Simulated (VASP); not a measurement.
Set up this calculation in VASP 6.6.1, as the native input.

```yaml
Task: relaxation of cell and atoms
Functional: PBEsol
Potentials_or_basis: VASP PAW PBE potentials, release 64 (Y_sv)
Cutoff: 600 eV
k_mesh: 8 × 8 × 5
Occupations: fermi-dirac, width 0.05 eV
Spin: no spin polarisation
Target_pressure: 30 GPa
Dipole_correction: no
Further_INCAR_settings: ALGO = Normal; EDIFF = 1e-06; IBRION = 2; EDIFFG = -0.02; NSW = 80; ISIF = 3
```

The structure of Y lies in POSCAR:

```
Y
1.0
    3.6474000000      0.0000000000      0.0000000000
   -1.8237000000      3.1587410578      0.0000000000
    0.0000000000      0.0000000000      5.7306000000
Y
2
Direct
    0.6666666667      0.3333333333      0.7500000000
    0.3333333333      0.6666666667      0.2500000000
```

The input as run:

INCAR

```
SYSTEM = Y
  ALGO = Normal
  EDIFF = 1E-6
  EDIFFG = -0.02
  ENCUT = 600
  GGA = PS
  IBRION = 2
  ISIF = 3
  ISMEAR = -1
  LASPH = .True.
  LCHARG = .False.
  LREAL = .False.
  LWAVE = .False.
  NELM = 60
  NSW = 80
  PREC = Accurate
  PSTRESS = 300.0
  SIGMA = 0.05
```

KPOINTS

```
k-points
0
Gamma
  8 8 5
  0 0 0
```

Potentials or basis: VASP PAW PBE potentials, release 64 (Y_sv).

Command:

```console
$ cat potpaw_PBE.64/Y_sv/POTCAR > POTCAR
$ mpirun -np 1 vasp_std > vasp.out
```

Results of the run:

```yaml
Relaxed_volume: 20.98 Å³/atom
Relaxed_cell: a = 3.111 Å, b = 3.111 Å, c = 5.005 Å, α = 90.00°, β = 90.00°, γ = 120.00°
Space_group_after_relaxing_to_0.05_Å: P6_3/mmc (No. 194)
Energy_change_on_relaxing_the_enthalpy_is_what_falls: +710.6 meV/atom
Ionic_steps: 10
Pressure_after_relaxing: 30.0 GPa
Band_gap_on_the_k_mesh: zero (band 11 reaches 7.45 eV, above the bottom of band 12 at 5.07 eV)
```

Caveat: the cell is relaxed towards a set pressure, so the enthalpy falls and the energy may rise; the volume moved by over 15 % at a fixed basis, so the end points are rough; the PAW data sets were made with another functional, which shifts forces and pressure a little.

Run time: 4 min on 1 thread of Intel(R) Xeon(R) Platinum 8488C (Sapphire Rapids), on a shared host, peak memory 0.26 GiB.
